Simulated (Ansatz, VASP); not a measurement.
## One calculation of Si, two programs

The input INCAR:

```
PREC = Accurate
ENCUT = 520
EDIFF = 1E-7
ISMEAR = 0
SIGMA = 0.05
LREAL = F
LASPH = T
NELM = 60
ALGO = Normal
ISIF = 2
LWAVE = F
LCHARG = F
GGA = PE
NBANDS = 11
```

The input KPOINTS:

```
regular mesh
0
Gamma
  10 10 10
```

Contents of POSCAR:

```
Si
1.0
    0.0000000000      2.8676311499      2.6663234432
    2.8676311499      0.0000000000      2.6663234432
    2.8676311499      2.8676311499      0.0000000000
Si
2
Direct
    0.5000000000      0.5000000000      0.5000000000
    0.7500000000      0.7500000000      0.7500000000
```

Input for Ansatz:

```yaml
crystal:
  lattice:
    - [0.0, 2.8676311499, 2.6663234432]
    - [2.8676311499, 0.0, 2.6663234432]
    - [2.8676311499, 2.8676311499, 0.0]
  atoms:
    - { symbol: Si, position: [0.5, 0.5, 0.5] }
    - { symbol: Si, position: [0.75, 0.75, 0.75] }
basis:
  ecutwfc: 420
kpoints:
  mp_grid: { grid: [10, 10, 10] }
hamiltonian:
  xc: pbe
  pseudopotentials: { kind: paw, azcp: { folder: soft_1 } }
scf:
  occupations: { method: gaussian, width: 0.05 }
output:
  forces: true
  stress: true
  eigenvalues: true
```

Alike in both runs: task single point; functional PBE; k mesh 10 × 10 × 10; occupations gaussian, width 0.05 eV; no spin polarisation.

```csv
,VASP,Ansatz
version,VASP 6.6.1,Ansatz 0.2.0
potentials or method,"VASP PAW PBE potentials, release 64 (Si), cutoff 520 eV","scalar-relativistic, plane waves, PAW"
valence electrons in the cell,8,8
```

```tsv
	VASP	Ansatz	Ansatz less VASP
gap on the k mesh at the Fermi level (eV)	none	none	-
pressure (GPa)	-5.5	-5.4	+0.05
traceless stress, the component that is largest in VASP (GPa)	4.05	4.04	-0.009
```

A gap of «none» marks a metal or a gap that the smearing closes. With one functional, cell and mesh, what is left measures potentials, basis and numerics.
